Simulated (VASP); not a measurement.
The system is Ru.

```xyz
1
Lattice="2.4463 0.0000 0.0000 0.0000 2.4463 0.0000 0.0000 0.0000 2.4463" Properties=species:S:1:pos:R:3 pbc="T T T"
Ru    0.0000    0.0000    0.0000
```

| Property | Result |
| --- | --- |
| Program | VASP 6.6.1 |
| Task | relaxation of cell and atoms |
| Functional | r2SCAN |
| Potentials or basis | VASP PAW PBE potentials, release 64 (Ru_pv) |
| Cutoff | 600 eV |
| k mesh | 13 × 13 × 13 |
| Occupations | fermi-dirac, width 0.05 eV |
| Spin | collinear spin, ferromagnetic start |
| Starting moments | [1.0] μB |

At the start: pressure 16.4 GPa; volume 14.64 Å³/atom.

Question: Where does the relaxation end?

Answer: Over 4 steps the energy falls by 42.8 meV/atom and the volume is 15.53 Å³/atom (+6.1 %); space group Pm-3m (No. 221, to 0.05 Å); moment 0.00 μB per cell.

Step by step:
```tsv
step	energy change (eV)	largest force (eV/Å)	pressure (GPa)	volume (Å³)
1	0.0000	0.0000	16.37	14.64
2	0.1875	0.0000	-25.28	18.04
3	-0.0427	0.0000	-0.81	15.58
4	-0.0428	0.0000	-0.06	15.53
```

Final structure:
```
CELL_PARAMETERS angstrom
2.49496 0.00000 0.00000
0.00000 2.49496 0.00000
0.00000 0.00000 2.49496
ATOMIC_POSITIONS crystal
Ru 0.00000 0.00000 0.00000
```

Caveat: the PAW data sets were made with another functional, which shifts forces and pressure a little.
